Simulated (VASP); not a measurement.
Write the native input for VASP 6.6.1 that does the following.

| Property | Result |
| --- | --- |
| Task | single point |
| Functional | PBEsol |
| Potentials or basis | VASP PAW PBE potentials, release 64 (Pt) |
| Cutoff | 520 eV |
| k mesh | 18 × 18 × 10 |
| Occupations | gaussian, width 0.15 eV |
| Spin | no spin polarisation |
| Dipole correction | no |
| Further INCAR settings | ALGO = Fast; EDIFF = 1e-06; NBANDS = 17 |

The structure of Pt lies in POSCAR:

```
Pt
1.0
    3.0367321774      0.0000000000      0.0000000000
   -1.5183660887      2.6298872101      0.0000000000
    0.0000000000      0.0000000000      4.7921340000
Pt
2
Direct
    0.6666666667      0.3333333333      0.7500000000
    0.3333333333      0.6666666667      0.2500000000
```

This cell differs from its parent crystal: strain +0.1000 x Voigt [1, 1, 0, 0, 0, 0].

The input as run:

INCAR

```
SYSTEM = Pt
PREC = Accurate
ENCUT = 520
EDIFF = 1E-6
ISMEAR = 0
SIGMA = 0.15
LREAL = .False.
LASPH = .True.
NELM = 80
ALGO = Fast
ISIF = 2
LWAVE = .False.
LCHARG = .False.
GGA = PS
NBANDS = 17
```

KPOINTS

```
regular mesh
0
Gamma
  18 18 10
  0 0 0
```

Potentials or basis: VASP PAW PBE potentials, release 64 (Pt).

Command:

```sh
$ cat potpaw_PBE.64/Pt/POTCAR > POTCAR
$ mpirun -np 1 vasp_std > vasp.out
```

It gave:

```
Pressure               : -34.5 GPa
Band gap on the k mesh : zero (band 10 reaches 7.25 eV, above the bottom of band 11 at 6.44 eV)
```

Caveat: the cell differs from its parent crystal (strain +0.1000 x Voigt [1, 1, 0, 0, 0, 0]); the PAW data sets were made with another functional, which shifts forces and pressure a little; spin-orbit coupling is left out, which moves the levels of the heavy elements.

Run time: 33 s on 1 thread of Intel(R) Xeon(R) 6975P-C (Granite Rapids), on a shared host, peak memory 0.24 GiB.
